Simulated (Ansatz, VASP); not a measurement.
**One calculation of ZrS2, two programs**

```
CELL_PARAMETERS angstrom
3.69138 0.00000 0.00000
-1.84569 3.19683 0.00000
0.00000 0.00000 6.04108
ATOMIC_POSITIONS crystal
Zr 0.00000 0.00000 0.00000
S 0.66667 0.33333 0.76209
S 0.33333 0.66667 0.23791
```

Alike in both runs: task relaxation of the atoms; functional PBE; k mesh 10 × 10 × 6; occupations fermi-dirac, width 0.01 eV; no spin polarisation.

```csv
,VASP,Ansatz
version,VASP 6.6.1,Ansatz 0.2.0
potentials or method,"VASP PAW PBE potentials, release 64 (Zr_sv, S)","plane-wave PAW, scalar-relativistic"
plane-wave cutoff (eV),450,420
valence electrons in the cell,24,24
```

```tsv
	VASP	Ansatz	Ansatz less VASP
gap on the k mesh at the Fermi level, each at its own relaxed structure (eV)	1.02	1.02	+0.001
```

Ansatz's warnings: stress scf threshold loose.
